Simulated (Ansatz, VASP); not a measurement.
**Ca: VASP beside Ansatz**

```
Ca
1.0
    -2.24000    2.15040    2.24000
     2.24000   -2.15040    2.24000
     2.24000    2.15040   -2.24000
Ca
1
Direct
  0.00000 0.00000 0.00000
```

Change from the starting cell: strain -0.0400 x Voigt [0, 1, 0, 0, 0, 0], atoms carried along.

Alike in both runs: task single point; functional r2SCAN; k mesh 16 × 16 × 16; occupations gaussian, width 0.15 eV; no spin polarisation.

```csv
,VASP,Ansatz
version,VASP 6.6.1,Ansatz 0.2.0
potentials or method,"VASP PAW PBE potentials, release 64 (Ca_sv), cutoff 550 eV","scalar-relativistic, plane waves, PAW"
valence electrons in the cell,10,10
```

```tsv
	VASP	Ansatz	Ansatz less VASP
gap on the k mesh at the Fermi level (eV)	none	none	-
pressure (GPa)	0.1	0.0	-0.06
```

VASP's potentials were made for PBE, not for r2SCAN. A gap of «none» marks a metal or a gap that the smearing closes. With one functional, cell and mesh, what is left measures potentials, basis and numerics.
